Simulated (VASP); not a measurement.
The system is ZnCd2Se3.

```
Zn Cd Se
1.0
     6.75418    0.00000    0.00000
    -3.37709    5.84929    0.00000
     0.00000    0.00000    4.10746
Zn Cd Se
1 2 3
Direct
  0.00000 0.00000 0.50000
  0.66667 0.33333 0.50000
  0.33333 0.66667 0.50000
  0.00000 0.50000 0.00000
  0.50000 0.50000 0.00000
  0.50000 0.00000 0.00000
```

The cell was built from a structure type or drawn by symmetry, and may not be a known phase.

| Quantity | Value |
| --- | --- |
| Program | VASP 6.6.1 |
| Task | relaxation of cell and atoms |
| Functional | PBE |
| Potentials or basis | VASP PAW PBE potentials, release 64 (Zn, Cd, Se) |
| Cutoff | 600 eV |
| k mesh | 6 × 6 × 10 |
| Occupations | gaussian, width 0.1 eV |
| Spin | no spin polarisation |

At the start: pressure 0.4 GPa; volume 27.05 Å³/atom.

Problem. How do energy, volume and symmetry change on relaxing?

Solution. Over 7 steps the energy falls by 3.5 meV/atom and the volume is 27.61 Å³/atom (+2.1 %); space group P6/mmm (No. 191, to 0.1 Å) before and after.

The path:
```
step  energy change (eV)  largest force (eV/Å)  pressure (GPa)  volume (Å³)
   1              0.0000                0.0000            0.35       162.27
   2             -0.0096                0.0000            0.11       163.66
   3             -0.0182                0.0000           -0.42       166.89
   4             -0.0207                0.0000            0.07       165.48
   5             -0.0211                0.0000           -0.08       165.87
   6             -0.0211                0.0000           -0.05       165.85
   7             -0.0212                0.0000           -0.02       165.63
```

Final structure:
```
Zn Cd Se
1.0
     6.89621    0.00000    0.00000
    -3.44811    5.97229    0.00000
     0.00000    0.00000    4.02158
Zn Cd Se
1 2 3
Direct
  0.00000 0.00000 0.50000
  0.66667 0.33333 0.50000
  0.33333 0.66667 0.50000
  0.00000 0.50000 0.00000
  0.50000 0.50000 0.00000
  0.50000 0.00000 0.00000
```
